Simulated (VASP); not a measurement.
LiSi16 (a cell with a defect), 17 atoms in the cell. The cell holds a defect, 17 atoms: a = 7.679 Å, b = 7.679 Å, c = 7.679 Å, α = 60.00°, β = 60.00°, γ = 60.00°. 

* Program: VASP 6.6.1
* Task: single point
* Functional: PBE
* Potentials or basis: VASP PAW PBE potentials, release 64 (Si, Li_sv)
* Cutoff: 520 eV
* k mesh: 2 × 2 × 2
* Occupations: fermi-dirac, width 0.02 eV
* Spin: no spin polarisation
* Dipole correction: no
* Charge: 1
* Further INCAR settings: LREAL = Auto; ALGO = Normal; EDIFF = 1e-06; NBANDS = 48; NELECT = 66.0

Potentials or basis: VASP PAW PBE potentials, release 64 (Si, Li_sv).

Launch:

```bash
$ cat potpaw_PBE.64/Si/POTCAR potpaw_PBE.64/Li_sv/POTCAR > POTCAR
$ mpirun -np 1 vasp_std > vasp.out
```

Hardware: 1 thread of Intel(R) Xeon(R) Platinum 8259CL CPU @ 2.50GHz (Skylake/Cascade Lake) (shared host).

**Question.** How long does it take, and how much memory?

**Answer.** It took 2.9 min on 1 thread of Intel(R) Xeon(R) Platinum 8259CL CPU @ 2.50GHz (Skylake/Cascade Lake) (shared host), peak memory 0.47 GiB. Counts: scf iterations 14, k points 6.
